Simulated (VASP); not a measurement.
Set up this calculation in VASP 6.6.1, as the native input.

```yaml
Task: single point
Functional: PBE
Dispersion: D3(BJ)
Potentials_or_basis: VASP PAW PBE potentials, release 64 (Ti_sv, Te)
Cutoff: 520 eV
k_mesh: 18 × 18 × 8
Occupations: gaussian, width 0.15 eV
Spin: no spin polarisation
Dipole_correction: no
Further_INCAR_settings: ALGO = Normal; EDIFF = 1e-06; NBANDS = 19
```

The structure of TiTe2 lies in POSCAR:

```
TiTe2
1.0
    3.9872559211      0.0000000000      0.0000000000
   -1.9936279606      3.4530649191      0.0000000000
    0.0000000000      0.0000000000      5.8307666015
Ti Te
1 2
Direct
    0.0000000000      0.0000000000      0.0000000000
    0.6666666667      0.3333333333      0.2628000000
    0.3333333333      0.6666666667      0.7372000000
```

This cell differs from its parent crystal: ratio of the length along z to the lengths across it x 0.85, volume and fractional coordinates fixed.

One way to write it, as run:

INCAR

```
SYSTEM = TiTe2
  PREC = Accurate
  ENCUT = 520
  EDIFF = 1E-6
  ISMEAR = 0
  SIGMA = 0.15
  LREAL = .False.
  LASPH = .True.
  NELM = 100
  ALGO = Normal
  ISIF = 2
  LWAVE = .False.
  LCHARG = .False.
  GGA = PE
  IVDW = 12
  NBANDS = 19
```

KPOINTS

```
regular mesh
0
Gamma
  18 18 8
  0 0 0
```

Potentials or basis: VASP PAW PBE potentials, release 64 (Ti_sv, Te).

Run with:

```console
$ cat potpaw_PBE.64/Ti_sv/POTCAR potpaw_PBE.64/Te/POTCAR > POTCAR
$ mpirun -np 1 vasp_std > vasp.out
```

It gave:

```yaml
Pressure: -1.2 GPa
Largest_force: 0.423 eV/Å
Band_gap_on_the_k_mesh: zero (band 12 reaches 7.35 eV, above the bottom of band 13 at 6.87 eV)
Dispersion_energy_per_atom: -0.492 eV
```

Caveat: spin-orbit coupling is left out, which moves the levels of the heavy elements; pairwise dispersion overbinds metals, which lowers pressure and volume.

Run time: 4.3 min on 1 thread of Intel(R) Xeon(R) Platinum 8488C (Sapphire Rapids) (shared host), peak memory 0.51 GiB.
